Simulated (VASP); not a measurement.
# Mn (Fm-3m) in VASP: single point with HSE06

Aim: the single point of Mn with HSE06.

Program: VASP 6.6.1. These are calculated values, not measurements. Logs are shortened: lines on timing, memory, paths and dates and some standing lists are left out, and cuts for length are marked.

## (1) The cell of the first run

It takes space group Fm-3m (No. 225, cubic). The conventional cell has a = 3.546 Å, b = 3.546 Å, c = 3.546 Å, α = 90.00°, β = 90.00°, γ = 90.00°. Mn (site symmetry m-3m) has 12 Mn at 2.51 Å within 3.3 Å.

This isn't the form of Mn at room conditions, which is a 58-atom cubic cell.

## (2) Single point, HSE06

Contents of POSCAR:

```
Mn
1.0
    0.0000000000      1.7730289567      1.7730289567
    1.7730289567      0.0000000000      1.7730289567
    1.7730289567      1.7730289567      0.0000000000
Mn
1
Direct
    0.0000000000      0.0000000000      0.0000000000
```

Contents of INCAR.step1:

```
  PREC = Accurate
  ENCUT = 510
  EDIFF = 1E-5
  ISMEAR = -1
  SIGMA = 0.1
  LREAL = False
  LASPH = True
  NELM = 120
  ALGO = Normal
  ISIF = 2
  LWAVE = True
  LCHARG = False
  GGA = PE
  NBANDS = 14
  GGA_COMPAT = False
```

Contents of INCAR.step2:

```
  PREC = Accurate
  ENCUT = 510
  EDIFF = 1E-6
  ISMEAR = -1
  SIGMA = 0.1
  LREAL = False
  LASPH = True
  NELM = 120
  ALGO = Normal
  ISIF = 2
  LWAVE = False
  LCHARG = False
  GGA = PE
  LHFCALC = True
  HFSCREEN = 0.2079
  PRECFOCK = Normal
  ISTART = 1
  NBANDS = 14
  GGA_COMPAT = False
```

Contents of KPOINTS:

```
Automatic mesh
0
Gamma
  6 6 6
```

Potentials or basis: VASP PAW PBE potentials, release 64 (Mn_sv).

Started as:

```sh
$ cat potpaw_PBE.64/Mn_sv/POTCAR > POTCAR
$ cp INCAR.step1 INCAR
$ mpirun -np 1 vasp_std > vasp.out
$ cp INCAR.step2 INCAR
$ mpirun -np 1 vasp_std > vasp.out
```

OUTCAR:

```text
PREC = Accurate
   ENCUT = 510
   EDIFF = 1E-6
   ISMEAR = -1
   LREAL = False
   LASPH = True
   NELM = 120
   ISIF = 2
   GGA = PE
   LHFCALC = True
   HFSCREEN = 0.2079
   PRECFOCK = Normal
   ISTART = 1

 ion  position               nearest neighbor table
   1  0.000  0.000  0.000-

  LATTYP: Found a face centered cubic cell.
 ALAT       =     3.5460579134

  Lattice vectors:

 A1 = (   0.0000000000,   1.7730289567,   1.7730289567)
 A2 = (   1.7730289567,   0.0000000000,   1.7730289567)
 A3 = (   1.7730289567,   1.7730289567,   0.0000000000)

Analysis of symmetry for initial positions (statically):
=====================================================================
 Subroutine PRICEL returns:
 Original cell was already a primitive cell.

 Routine SETGRP: Setting up the symmetry group for a
 face centered cubic supercell.

 Subroutine GETGRP returns: Found 48 space group operations
 (whereof 48 operations were pure point group operations)
 out of a pool of 48 trial point group operations.

The static configuration has the point symmetry O_h .

Analysis of symmetry for dynamics (positions and initial velocities):
=====================================================================
 Subroutine PRICEL returns:
 Original cell was already a primitive cell.

 Routine SETGRP: Setting up the symmetry group for a
 face centered cubic supercell.

 Subroutine GETGRP returns: Found 48 space group operations
 (whereof 48 operations were pure point group operations)
 out of a pool of 48 trial point group operations.

The dynamic configuration has the point symmetry O_h .

 Subroutine INISYM returns: Found 48 space group operations
 (whereof 48 operations are pure point group operations),
 and found     1 'primitive' translations

----------------------------------------------------------------------------------------

                                     Primitive cell

  volume of cell :      11.1475

  direct lattice vectors                    reciprocal lattice vectors
     0.000000000  1.773028957  1.773028957    -0.282003291  0.282003291  0.282003291
     1.773028957  0.000000000  1.773028957     0.282003291 -0.282003291  0.282003291
     1.773028957  1.773028957  0.000000000     0.282003291  0.282003291 -0.282003291

  length of vectors
     2.507441597  2.507441597  2.507441597     0.488444027  0.488444027  0.488444027

  position of ions in fractional coordinates (direct lattice)
     0.000000000  0.000000000  0.000000000

  ion indices of the primitive-cell ions
   primitive index   ion index
                 1           1

----------------------------------------------------------------------------------------

 KPOINTS: Automatic mesh

Automatic generation of k-mesh.
 Grid dimensions read from file:
 generate k-points for:    6    6    6

 Generating k-lattice:

  Cartesian coordinates                     Fractional coordinates (reciprocal lattice)
    -0.047000548  0.047000548  0.047000548     0.166666667  0.000000000  0.000000000
     0.047000548 -0.047000548  0.047000548     0.000000000  0.166666667  0.000000000
     0.047000548  0.047000548 -0.047000548     0.000000000  0.000000000  0.166666667

  Length of vectors
     0.081407338  0.081407338  0.081407338

  Shift w.r.t. Gamma in fractional coordinates (k-lattice)
     0.000000000  0.000000000  0.000000000

 Subroutine IBZKPT returns following result:
 ===========================================

 Found     16 irreducible k-points:

 Following reciprocal coordinates:
            Coordinates               Weight
  0.000000  0.000000  0.000000      1.000000
  0.166667  0.000000  0.000000      8.000000
  0.333333  0.000000  0.000000      8.000000
  0.500000  0.000000  0.000000      4.000000
  0.166667  0.166667  0.000000      6.000000
  0.333333  0.166667  0.000000     24.000000
[... 8 lines left out ...]
 -0.333333  0.333333  0.166667     24.000000
 -0.333333  0.500000  0.166667     12.000000
   k-points           NKPTS =     16   k-points in BZ     NKDIM =    216   number of bands    NBANDS=     14
   number of dos      NEDOS =    301   number of ions     NIONS =      1
   total plane-waves  NPLWV =   5832
   dimension x,y,z NGX =    18 NGY =   18 NGZ =   18
   dimension x,y,z NGXF=    36 NGYF=   36 NGZF=   36
   ions per type =               1
   NGX,Y,Z   is equivalent  to a cutoff of  11.93, 11.93, 11.93 a.u.
   NGXF,Y,Z  is equivalent  to a cutoff of  23.87, 23.87, 23.87 a.u.
 SYSTEM =  unknown system
   PREC   = accura    normal or accurate (medium, high low for compatibility)
   ISTART =      1    job   : 0-new  1-cont  2-samecut
   ICHARG =      0    charge: 1-file 2-atom 10-const
   ISPIN  =      1    spin polarized calculation?
   LNONCOLLINEAR =      F non collinear calculations
   LSORBIT =      F    spin-orbit coupling
   LASPH  =      T    aspherical Exc in radial PAW
   ENCUT  =  510.0 eV  37.48 Ry    6.12 a.u.   4.62  4.62  4.62*2*pi/ulx,y,z
   NELM   =    120;   NELMIN=  2; NELMDL=  0     # of ELM steps
   EDIFF  = 0.1E-05   stopping-criterion for ELM
   LREAL  =      F    real-space projection
   EDIFFG = 0.1E-04   stopping-criterion for IOM
   NSW    =      0    number of steps for IOM
   IBRION =     -1    ionic relax: 0-MD 1-quasi-New 2-CG
   NFREE  =      0    steps in history (QN), initial steepest desc. (CG)
   ISIF   =      2    stress and relaxation
   ISYM   =      3    0-nonsym 1-usesym 2-fastsym
   POTIM  = 0.5000    time-step for ionic-motion
   TEBEG  =    0.0;   TEEND  =   0.0 temperature during run
   PSTRESS=    0.0 pullay stress
   NELECT =      15.0000    total number of electrons
   NUPDOWN=      -1.0000    fix difference up-down
   EMIN   =  10.00;   EMAX   =-10.00  energy-range for DOS
   EFERMI =   0.00;   METHOD = LEGACY
   ISMEAR =    -1;   SIGMA  =   0.10  broadening in eV -4-tet -1-fermi 0-gaus
   EFERMI_NEDOS =   21; number of points for ismear=-14 and -15
   IALGO  =     38    algorithm
   IMIX   =      1    mixing-type and parameters
     AMIX     =   0.40;   BMIX     =  1.00
     AMIX_MAG =   1.60;   BMIX_MAG =  1.00
  volume/ion in A,a.u.               =      11.15        75.23
  Fermi-wavevector in a.u.,A,eV,Ry     =   1.807366  3.415426 44.444405  3.266572
  Thomas-Fermi vector in A             =   2.866665
   LORBIT       =      0    0 simple, 1 ext, 2 COOP (PROOUT), +10 PAW based schemes
   GGA     = PE    functional components
   LHFCALC =     T    Hartree Fock is set to
   PRECFOCK=normal    Normal, Fast or Accurate (Low or Medium for compatibility)
   ENCUT4O =  -1.0   cutoff for four orbital integrals eV
   NKREDX  =     1    reduce k-point grid by
   NKREDY  =     1    reduce k-point grid by
   NKREDZ  =     1    reduce k-point grid by
   AEXX    =    0.2500 exact exchange contribution
   HFSCREEN=    0.2079 screening length (either q_TF or 0.3 A-1)
   HFSCREENC=   0.2079 screening length for correlation (either q_TF or 0.3 A-1)
   ENCUTFOCK=  -1.0 apply spherical cutoff to Coloumb kernel
   IVDW    =     0    specifies the selected vdW correction
   LEPSILON=     F    determine dielectric tensor
   LRPA    =     F    only Hartree local field effects (RPA)
 non-spin polarized calculation
  energy-cutoff  :      510.00
  volume of cell :       11.15
 maximum number of plane-waves:       302
  NGX = 14; NGY = 14; NGZ = 14

 number of electron      14.9999982 magnetization

 Free energy of the ion-electron system (eV)
  ---------------------------------------------------
  ext. energy  EPLUGINS =         0.00000000
  ---------------------------------------------------
  free energy    TOTEN  =       -10.95035446 eV

  energy without entropy =      -10.92869025  energy(sigma->0) =      -10.93952236

 E-fermi :  13.5205     XC(G=0): -11.3008

 val. band max:       13.2716885124   @ k =   0.5000   0.0000   0.0000
 cond. band min:      13.6774732489   @ k =   0.3333   0.3333   0.0000
 fundamental gap:      0.4057847365
 Fermi energy:        13.5205113313

 k-point     1 :       0.0000    0.0000    0.0000
  band No.  band energies     occupation
      1     -71.7607      2.00000
      2     -38.3520      2.00000
      3     -38.3520      2.00000
      4     -38.3520      2.00000
      5       3.7845      2.00000
      6      11.0598      2.00000
      7      11.0598      2.00000
      8      11.0598      2.00000
      9      14.7087      0.00001
     10      14.7087      0.00001
     11      35.5003      0.00000
     12      41.2089      0.00000
     13      41.2089      0.00000
     14      41.2089      0.00000

 k-point     2 :       0.1667    0.0000    0.0000
  band No.  band energies     occupation
      1     -71.7231      2.00000
      2     -38.5561      2.00000
      3     -38.3797      2.00000
      4     -38.3797      2.00000
      5       4.9910      2.00000
      6      10.6777      2.00000
      7      11.4443      2.00000
      8      11.4443      2.00000
      9      14.5116      0.00010
     10      14.5116      0.00010
     11      33.7173      0.00000
     12      36.8574      0.00000
     13      41.0968      0.00000
     14      41.0968      0.00000

 k-point     3 :       0.3333    0.0000    0.0000
  band No.  band energies     occupation
      1     -71.6472      2.00000
      2     -38.9538      2.00000
      3     -38.4311      2.00000
      4     -38.4311      2.00000
      5       7.1915      2.00000
      6      11.1182      2.00000
      7      11.6818      2.00000
      8      11.6818      2.00000
      9      14.8295      0.00000
     10      14.8295      0.00000
     11      26.8294      0.00000
     12      35.2282      0.00000
     13      40.6652      0.00000
     14      40.6652      0.00000
[... 188 lines left out ...]
 k-point    15 :      -0.3333    0.3333    0.1667
  band No.  band energies     occupation
      1     -71.5724      2.00000
      2     -38.9606      2.00000
      3     -38.7607      2.00000
      4     -38.5695      2.00000
      5       9.4151      2.00000
      6       9.9061      2.00000
      7      10.4998      2.00000
      8      13.7713      0.15062
      9      14.9199      0.00000
     10      20.8734      0.00000
     11      22.9705      0.00000
     12      29.2849      0.00000
     13      30.4769      0.00000
     14      41.4222      0.00000

 k-point    16 :      -0.3333    0.5000    0.1667
  band No.  band energies     occupation
      1     -71.5603      2.00000
      2     -38.9735      2.00000
      3     -38.7462      2.00000
      4     -38.6431      2.00000
      5       8.9722      2.00000
      6       8.9977      2.00000
      7      11.6063      2.00000
      8      14.8547      0.00000
      9      15.0822      0.00000
     10      20.9983      0.00000
     11      26.1697      0.00000
     12      26.3173      0.00000
     13      28.0497      0.00000
     14      40.3015      0.00000

------------------------ aborting loop because EDIFF is reached ----------------------------------------

  FORCE on cell =-STRESS in cart. coord.  units (eV):
  Direction    XX          YY          ZZ          XY          YZ          ZX
  --------------------------------------------------------------------------------------
  -------------------------------------------------------------------------------------
  Total       -1.7823935     -1.7823935     -1.7823935      0.0000000      0.0000000      0.0000000
  in kB     -256.1749621   -256.1749621   -256.1749621      0.0000000      0.0000000      0.0000000
  external PRESSURE =    -256.1749621 kB  Pullay stress =       0.0000000 kB

 VOLUME and BASIS-vectors are now :
 -----------------------------------------------------------------------------
  energy-cutoff  :      510.00
  volume of cell :       11.15
      direct lattice vectors                 reciprocal lattice vectors
     0.000000000  1.773028957  1.773028957    -0.282003291  0.282003291  0.282003291
     1.773028957  0.000000000  1.773028957     0.282003291 -0.282003291  0.282003291
     1.773028957  1.773028957  0.000000000     0.282003291  0.282003291 -0.282003291

 POSITION                                       TOTAL-FORCE (eV/Angst)
 -----------------------------------------------------------------------------------
      0.00000      0.00000      0.00000        -0.000000      0.000000      0.000000
 -----------------------------------------------------------------------------------
    total drift:                               -0.000026     -0.000037     -0.000038

  FREE ENERGIE OF THE ION-ELECTRON SYSTEM (eV)
  ---------------------------------------------------
  free  energy   TOTEN  =       -10.9503544605 eV

  energy  without entropy=      -10.9286902503  energy(sigma->0) =      -10.93952236
```

Run time: 9.9 min. Hardware: 1 thread of Intel Xeon Platinum 8259CL at 2.50GHz (Skylake/Cascade Lake), shared host; peak memory 0.22 GiB.

Results:

| Quantity | Value |
| --- | --- |
| Free energy | -10.9504 eV |
| Pressure | -25.6 GPa |
| Band gap on the k mesh | zero (an odd number of electrons rules out a gap without spin polarisation) |

Caveat: the k points lie up to 0.51 Å⁻¹ apart, too coarse for converged energies and pressures of a metal; the PAW data sets were made with another functional, which shifts forces and pressure a little; the run has no spin polarisation, though such a crystal can be magnetic.

The gap in the log of VASP goes by the Fermi energy; the results here count the filled bands.